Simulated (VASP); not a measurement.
Wanted: the native input for a VASP 6.6.1 run.

```yaml
Task: density of states
Functional: LDA
Potentials_or_basis: VASP PAW LDA potentials, release 64 (Sn_d, Se)
Cutoff: 520 eV
k_mesh: 11 × 11 × 11
Occupations: fermi-dirac, width 0.08 eV
Spin: no spin polarisation
Dipole_correction: no
k_mesh_for_the_DOS: 17 × 17 × 17
Occupations_for_the_DOS: tetrahedron
Further_INCAR_settings: ALGO = Normal; EDIFF = 1e-06
```

Crystal: SnSe (zincblende type).

```
Sn Se
1.0
     0.00000    2.69513    2.69513
     2.69513    0.00000    2.69513
     2.69513    2.69513    0.00000
Sn Se
1 1
Direct
  0.00000 0.00000 0.00000
  0.25000 0.25000 0.25000
```

This cell differs from its parent crystal: volume scaled by 0.55.

These files were run (other wordings do the same):

POSCAR

```
SnSe
1.0
    0.0000000000      2.6951260308      2.6951260308
    2.6951260308      0.0000000000      2.6951260308
    2.6951260308      2.6951260308      0.0000000000
Sn Se
1 1
Direct
    0.0000000000      0.0000000000      0.0000000000
    0.2500000000      0.2500000000      0.2500000000
```

INCAR.step1

```
SYSTEM = SnSe
ALGO = Normal
EDIFF = 1E-6
ENCUT = 520
ISIF = 2
ISMEAR = -1
LASPH = .TRUE.
LCHARG = .TRUE.
LREAL = .FALSE.
LWAVE = .FALSE.
NBANDS = 17
NELM = 100
PREC = Accurate
SIGMA = 0.08
```

KPOINTS.step1

```
k-points
0
G
  11 11 11
  0 0 0
```

INCAR.step2

```
SYSTEM = SnSe
ALGO = Normal
EDIFF = 1E-6
ENCUT = 520
ICHARG = 11
ISIF = 2
ISMEAR = -5
LASPH = .TRUE.
LCHARG = .FALSE.
LORBIT = 11
LREAL = .FALSE.
LWAVE = .FALSE.
NEDOS = 2001
NELM = 100
PREC = Accurate
SIGMA = 0.08
```

KPOINTS.step2

```
k-points
0
G
  17 17 17
  0 0 0
```

Potentials or basis: VASP PAW LDA potentials, release 64 (Sn_d, Se).

The run is started by

```bash
$ cat potpaw_LDA.64/Sn_d/POTCAR potpaw_LDA.64/Se/POTCAR > POTCAR
$ cp INCAR.step1 INCAR
$ cp KPOINTS.step1 KPOINTS
$ mpirun -np 1 vasp_std > vasp.out
$ cp INCAR.step2 INCAR
$ cp KPOINTS.step2 KPOINTS
$ mpirun -np 1 vasp_std > vasp.out
```

It gave:

| Quantity | Value |
| --- | --- |
| Valence electrons inside the program's atomic spheres | Sn 12.91; Se 4.20 |

Caveat: spin-orbit coupling is left out, which moves the levels of the heavy elements.

Wall time 60 s on 1 thread of Intel Xeon 6975P-C, with other jobs on the host, peak memory 0.21 GiB.
